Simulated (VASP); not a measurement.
## HRh6: single point with PBE

The system is HRh6, a slab with vacuum.

```
Rh H
1.0
     5.41634    0.00000    0.00000
     0.00000    5.41634    0.00000
     0.00000    0.00000   21.67374
Rh H
12 2
Direct
  0.25000 0.25000 0.18456
  0.25000 0.75000 0.18456
  0.75000 0.25000 0.18456
  0.75000 0.75000 0.18456
  0.00000 0.00000 0.26938
  0.00000 0.50000 0.26938
  0.50000 0.00000 0.26938
  0.50000 0.50000 0.26938
  0.25000 0.25000 0.35406
  0.25000 0.75000 0.35406
  0.75000 0.25000 0.35406
  0.75000 0.75000 0.35406
  0.43077 0.50000 0.49247
  0.56923 0.50000 0.49247
```

```yaml
Program: VASP 6.6.1
Task: single point
Functional: PBE
Potentials_or_basis: VASP PAW PBE potentials, release 64 (Rh_pv, H)
Cutoff: 520 eV
k_mesh: 5 × 5 × 1
Occupations: gaussian, width 0.1 eV
Spin: no spin polarisation
```

| Item | Value |
| --- | --- |
| Largest force | 0.066 eV/Å |
| Band gap on the k mesh | zero (bands 91 and 92 overlap by 0.70 eV) |

Forces on the atoms (eV/Å):
```
Rh  -0.004 -0.002  0.038
Rh  -0.004  0.002  0.038
Rh   0.004 -0.002  0.038
Rh   0.004  0.002  0.038
Rh   0.000  0.000 -0.026
Rh   0.000  0.000 -0.042
Rh   0.000  0.000 -0.043
Rh   0.000  0.000 -0.025
Rh  -0.014 -0.010 -0.023
Rh  -0.014  0.010 -0.023
Rh   0.014 -0.010 -0.023
Rh   0.014  0.010 -0.023
H   -0.054  0.000  0.038
H    0.054  0.000  0.038
```

Levels at points of the mesh, in eV from the Fermi level:
| k point | band 86 | band 87 | band 88 | band 89 | band 90 | band 91 | band 92 | band 93 | band 94 | band 95 |
| --- | --- | --- | --- | --- | --- | --- | --- | --- | --- | --- |
| (0.00, 0.00, 0.00) | 0.10 | 0.10 | 0.22 | 0.30 | 0.35 | 0.35 | 0.48 | 0.56 | 0.56 | 0.65 |

It took 24 min on 1 thread of Intel(R) Xeon(R) Platinum 8259CL CPU @ 2.50GHz (Skylake/Cascade Lake), with other jobs on the host, peak memory 0.78 GiB.
